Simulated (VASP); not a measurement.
# CuWO2 (P4/mmm) in VASP: notebook, part 2 of 2

VASP 6.6.1. Earlier steps stand in the parts before.

## (3) Density of states, PBE+U, collinear spin, antiferromagnetic start

The input, POSCAR:

```
CuWO2
1.0
    3.6563042300      0.0000000000      0.0000000000
    0.0000000000      7.3126084500      0.0000000000
    0.0000000000      0.0000000000      3.0126741800
W Cu O
2 2 4
Direct
    0.5000000000      0.2500000000      0.5000000000
    0.5000000000      0.7500000000      0.5000000000
    0.0000000000      0.0000000000      0.0000000000
    0.0000000000      0.5000000000      0.0000000000
    0.0000000000      0.2500000000      0.0000000000
    0.0000000000      0.7500000000      0.0000000000
    0.5000000000      0.0000000000      0.0000000000
    0.5000000000      0.5000000000      0.0000000000
```

The input, INCAR.step1:

```
SYSTEM = CuWO2
PREC = Accurate ; ENCUT = 520
EDIFF = 1E-7 ; ISMEAR = -5
SIGMA = 0.1 ; LREAL = .False.
LASPH = .True. ; NELM = 150
ALGO = Normal ; ISIF = 2
LWAVE = .False. ; LCHARG = .True.
ISPIN = 2 ; MAGMOM = 1 -1 1 -1 0 0 0 0
LMAXMIX = 4 ; LDAU = .True.
LDAUTYPE = 2 ; LDAUL = -1 2 -1
LDAUU = 0 6.66 0 ; LDAUJ = 0 0 0
LDAUPRINT = 1 ; GGA = PE
NBANDS = 51
```

The input, KPOINTS.step1:

```
Automatic mesh
0
Gamma
  5 3 6
  0 0 0
```

The input, INCAR.step2:

```
SYSTEM = CuWO2
PREC = Accurate ; ENCUT = 520
EDIFF = 1E-7 ; ISMEAR = -5
SIGMA = 0.1 ; LREAL = .False.
LASPH = .True. ; NELM = 150
ALGO = Normal ; ISIF = 2
LWAVE = .False. ; LCHARG = .False.
ISPIN = 2 ; MAGMOM = 1 -1 1 -1 0 0 0 0
LORBIT = 11 ; LMAXMIX = 4
LDAU = .True. ; LDAUTYPE = 2
LDAUL = -1 2 -1 ; LDAUU = 0 6.66 0
LDAUJ = 0 0 0 ; LDAUPRINT = 1
GGA = PE ; NEDOS = 2001
ICHARG = 11
```

The input, KPOINTS.step2:

```
Automatic mesh
0
Gamma
  8 5 9
  0 0 0
```

Potentials or basis: VASP PAW PBE potentials, release 64 (W_sv, Cu, O).

Run with:

```bash
cat potpaw_PBE.64/W_sv/POTCAR potpaw_PBE.64/Cu/POTCAR potpaw_PBE.64/O/POTCAR > POTCAR
cp INCAR.step1 INCAR
cp KPOINTS.step1 KPOINTS
mpirun -np 1 vasp_std > vasp.out
cp INCAR.step2 INCAR
cp KPOINTS.step2 KPOINTS
mpirun -np 1 vasp_std > vasp.out
```

OUTCAR:

```text
SYSTEM = CuWO2
   PREC = Accurate
   ENCUT = 520
   EDIFF = 1E-7
   ISMEAR = -5
   LREAL = .False.
   LASPH = .True.
   NELM = 150
   ISIF = 2
   ISPIN = 2
   LORBIT = 11
   GGA = PE
   ICHARG = 11

 ion  position               nearest neighbor table
   1  0.500  0.250  0.500-   7 2.37   8 2.37   7 2.37   8 2.37   5 2.37   5 2.37   5 2.37   5 2.37
                             3 2.99   3 2.99   3 2.99   4 2.99   4 2.99   3 2.99   4 2.99   4 2.99
   2  0.500  0.750  0.500-   7 2.37   8 2.37   7 2.37   8 2.37   6 2.37   6 2.37   6 2.37   6 2.37
                             3 2.99   3 2.99   3 2.99   4 2.99   4 2.99   3 2.99   4 2.99   4 2.99
   3  0.000  0.000  0.000-   5 1.83   6 1.83   7 1.83   7 1.83   1 2.99   1 2.99   2 2.99   1 2.99
                             2 2.99   2 2.99   1 2.99   2 2.99
   4  0.000  0.500  0.000-   5 1.83   6 1.83   8 1.83   8 1.83   1 2.99   1 2.99   2 2.99   1 2.99
                             2 2.99   2 2.99   1 2.99   2 2.99
   5  0.000  0.250  0.000-   3 1.83   4 1.83   1 2.37   1 2.37   1 2.37   1 2.37
   6  0.000  0.750  0.000-   3 1.83   4 1.83   2 2.37   2 2.37   2 2.37   2 2.37
   7  0.500  0.000  0.000-   3 1.83   3 1.83   1 2.37   1 2.37   2 2.37   2 2.37
   8  0.500  0.500  0.000-   4 1.83   4 1.83   1 2.37   1 2.37   2 2.37   2 2.37

  LATTYP: Found a simple orthorhombic cell.
 ALAT       =     3.0126741800
 B/A-ratio  =     1.2136407761
 C/A-ratio  =     2.4272815489

  Lattice vectors:

 A1 = (   0.0000000000,   0.0000000000,   3.0126741800)
 A2 = (   3.6563042300,   0.0000000000,   0.0000000000)
 A3 = (   0.0000000000,   7.3126084500,   0.0000000000)

Analysis of symmetry for initial positions (statically):
=====================================================================
 Subroutine PRICEL returns following result:

  LATTYP: Found a simple tetragonal cell.
 ALAT       =     3.6563042300
 C/A-ratio  =     0.8239670417
[... 12 lines left out ...]
 Subroutine GETGRP returns: Found  8 space group operations
 (whereof  8 operations were pure point group operations)
 out of a pool of  8 trial point group operations.

The static configuration has the point symmetry D_2h.

Analysis of symmetry for dynamics (positions and initial velocities):
[... 275 lines left out ...]
 fundamental gap:     -0.1406229754
 Fermi energy:         9.9544086149

 spin component 1

 k-point     1 :       0.0000    0.0000    0.0000
  band No.  band energies     occupation
      1     -65.8716      1.00000
      2     -65.3623      1.00000
      3     -30.1634      1.00000
      4     -30.0988      1.00000
      5     -29.9896      1.00000
      6     -29.4723      1.00000
[... 2249 lines left out ...]
     43      11.9208      0.00000
     44      12.4641      0.00000

 [... further k-points ...]
[... 5 lines left out ...]
  --------------------------------------------------------------------------------------
  -------------------------------------------------------------------------------------
  Total       27.6044647     25.1759501     -0.8500761      0.0000000      0.0000000      0.0000000
  in kB      549.0641678    500.7600112    -16.9083634      0.0000000      0.0000000      0.0000000
  external PRESSURE =     344.3052719 kB  Pullay stress =       0.0000000 kB

 VOLUME and BASIS-vectors are now :
 -----------------------------------------------------------------------------
  energy-cutoff  :      520.00
  volume of cell :       80.55
      direct lattice vectors                 reciprocal lattice vectors
     3.656304230  0.000000000  0.000000000     0.273500217  0.000000000  0.000000000
     0.000000000  7.312608450  0.000000000     0.000000000  0.136750109  0.000000000
     0.000000000  0.000000000  3.012674180     0.000000000  0.000000000  0.331931016

 POSITION                                       TOTAL-FORCE (eV/Angst)
 -----------------------------------------------------------------------------------
      1.82815      1.82815      1.50634         0.000000     -0.000003      0.000000
      1.82815      5.48446      1.50634         0.000000     -0.000003      0.000000
      0.00000      0.00000      0.00000         0.000000      0.000011      0.000000
      0.00000      3.65630      0.00000         0.000000      0.000011      0.000000
      0.00000      1.82815      0.00000        -0.000000      0.000001      0.000000
      0.00000      5.48446      0.00000        -0.000000      0.000001      0.000000
      1.82815      0.00000      0.00000         0.000000     -0.000009      0.000000
      1.82815      3.65630      0.00000         0.000000     -0.000009      0.000000
 -----------------------------------------------------------------------------------
    total drift:                               -0.000000      0.000003      0.000000

  FREE ENERGIE OF THE ION-ELECTRON SYSTEM (eV)
  ---------------------------------------------------
  free  energy   TOTEN  =       -47.6531712674 eV

  energy  without entropy=      -47.6531712674  energy(sigma->0) =      -47.65317127

 total charge

# of ion       s       p       d       tot
------------------------------------------
    1        2.206   6.131   3.250  11.587
    2        2.206   6.131   3.250  11.587
    3        0.429   0.560   9.587  10.577
    4        0.429   0.560   9.587  10.577
    5        1.581   3.440   0.000   5.021
    6        1.581   3.440   0.000   5.021
    7        1.580   3.443   0.000   5.023
    8        1.580   3.443   0.000   5.023
--------------------------------------------------
tot         11.593  27.148  25.675  64.416

 magnetization (x)

# of ion       s       p       d       tot
------------------------------------------
    1        0.019   0.009   0.965   0.993
    2       -0.019  -0.009  -0.965  -0.993
    3       -0.000  -0.000   0.000   0.000
    4        0.000   0.000  -0.000  -0.000
    5        0.016   0.000   0.000   0.016
    6       -0.016  -0.000   0.000  -0.016
    7        0.000   0.000   0.000   0.000
    8       -0.000  -0.000   0.000  -0.000
--------------------------------------------------
tot          0.000   0.000   0.000   0.000
```

OUTCAR.step1:

```text
SYSTEM = CuWO2
   PREC = Accurate
   ENCUT = 520
   EDIFF = 1E-7
   ISMEAR = -5
   LREAL = .False.
[... 2865 lines left out ...]
      0.00000      5.48446      0.00000        -0.000000      0.000003     -0.000000
      1.82815      0.00000      0.00000        -0.000000     -0.000001      0.000000
      1.82815      3.65630      0.00000        -0.000000     -0.000001      0.000000
 -----------------------------------------------------------------------------------
    total drift:                                0.000000      0.000010      0.000000

  FREE ENERGIE OF THE ION-ELECTRON SYSTEM (eV)
  ---------------------------------------------------
  free  energy   TOTEN  =       -47.6871796779 eV

  energy  without entropy=      -47.6871796779  energy(sigma->0) =      -47.68717968
```

Wall time 4.8 min (1 thread of Intel Xeon 6975P-C (Granite Rapids), shared host); peak memory 0.48 GiB.

What came out:

| Property | Result |
| --- | --- |
| Net moment | 0.00 μB per cell |
| Site moments | W +0.99, -0.99; Cu +0.00, -0.00; O +0.02, -0.02, +0.00, -0.00 μB |
| Valence electrons inside the program's atomic spheres | W 11.59; Cu 10.58; O 5.02 |

Levels at points of the mesh, in eV from the Fermi level:
Spin up:
```
           k point  band 35  band 36  band 37  band 38  band 39  band 40
(0.00, 0.00, 0.00)    -2.29    -2.22    -0.83    -0.71    -0.39    -0.30
(0.50, 0.00, 0.00)    -0.82    -0.41    -0.32     0.00     0.89     0.94
```
Spin down:
```tsv
k point	band 35	band 36	band 37	band 38	band 39	band 40
(0.00, 0.00, 0.00)	-2.29	-2.22	-0.83	-0.71	-0.39	-0.30
(0.50, 0.00, 0.00)	-0.82	-0.41	-0.32	0.00	0.89	0.94
```

Eigenvalues of the final occupation matrices:
| site | spin | trace | eigenvalues |
| --- | --- | --- | --- |
| site 3 d | 1 | 4.79 | 0.92 0.95 0.97 0.97 0.98 |
| site 3 d | 2 | 4.79 | 0.92 0.95 0.97 0.97 0.98 |
| site 4 d | 1 | 4.79 | 0.92 0.95 0.97 0.97 0.98 |
| site 4 d | 2 | 4.79 | 0.92 0.95 0.97 0.97 0.98 |

Caveat: spin-orbit coupling is left out, which moves the levels of the heavy elements; tetrahedron occupations give inexact forces and stress in metals. The state reached can hang on the start; a lower one may exist.
